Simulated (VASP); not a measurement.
A run of VASP 6.6.1:

File INCAR:

```
SYSTEM = Tc
PREC = Accurate
ENCUT = 520
EDIFF = 1E-6
ISMEAR = 0
SIGMA = 0.05
LREAL = .False.
LASPH = .True.
NELM = 60
ALGO = Normal
ISIF = 2
LWAVE = .False.
LCHARG = .False.
GGA = PE
NBANDS = 20
```

Contents of KPOINTS:

```
regular mesh
0
Gamma
  18 18 10
  0 0 0
```

File POSCAR:

```
Tc
1.0
    2.7335778201      0.0000000000      0.0000000000
   -1.3667889101      2.3673478354      0.0000000000
    0.0000000000      0.0000000000      4.3712048079
Tc
2
Direct
    0.3333333333      0.6666666667      0.2500000000
    0.6666666667      0.3333333333      0.7500000000
```

Potentials or basis: VASP PAW PBE potentials, release 64 (Tc_pv).

The run is started by

```bash
$ cat potpaw_PBE.64/Tc_pv/POTCAR > POTCAR
$ mpirun -np 1 vasp_std > vasp.out
```

Hardware: 1 thread of Oxide Virtual Turin-like Processor, on a shared host.

Question: Estimate the wall time of this run.

Answer: Run time: 51 s on 1 thread of Oxide Virtual Turin-like Processor, with other jobs on the host, peak memory 0.18 GiB. Counts: scf iterations 11, k points 222.
